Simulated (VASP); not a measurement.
**Y2Tl: single point with PBE**

The system is Y2Tl.

```
CELL_PARAMETERS angstrom
5.41650 0.00000 0.00000
-2.70825 4.69083 0.00000
0.00000 0.00000 6.74826
ATOMIC_POSITIONS crystal
Y 0.33330 0.66670 0.75000
Y 0.66660 0.33330 0.25000
Y 0.00000 0.00000 0.00000
Y 0.00000 0.00000 0.50000
Tl 0.33330 0.66670 0.25000
Tl 0.66660 0.33330 0.75000
```

| Property | Result |
| --- | --- |
| Program | VASP 6.6.1 |
| Task | single point |
| Functional | PBE |
| Potentials or basis | VASP PAW PBE potentials, release 64 (Y_sv, Tl_d) |
| Cutoff | 520 eV |
| k mesh | 4 × 4 × 3 |
| Occupations | methfessel-paxton, width 0.0805 eV |
| Spin | no spin polarisation |

```
Pressure               : 0.4 GPa
Band gap on the k mesh : zero (bands 35 and 36 overlap by 0.36 eV)
```

Stress tensor (GPa, compression positive):
```
0.11 0.00 0.00
0.00 0.12 0.00
0.00 0.00 0.91
```

Levels at points of the mesh, in eV from the Fermi level:
```
           k point  band 32  band 33  band 34  band 35  band 36  band 37  band 38  band 39
(0.00, 0.00, 0.00)    -0.92    -0.72    -0.72    -0.22    -0.22    -0.03    -0.03     1.78
(0.50, 0.00, 0.00)    -1.08    -1.01    -0.82    -0.69     0.09     0.60     0.67     1.10
(0.00, 0.50, 0.00)    -1.08    -1.01    -0.82    -0.69     0.09     0.60     0.67     1.10
(0.50, 0.50, 0.00)    -1.08    -1.01    -0.82    -0.69     0.09     0.60     0.67     1.10
```

Run time: 2.6 min on 1 thread of Intel(R) Xeon(R) Platinum 8488C (Sapphire Rapids), on a shared host, peak memory 0.36 GiB.

Caveat: spin-orbit coupling is left out, which moves the levels of the heavy elements.
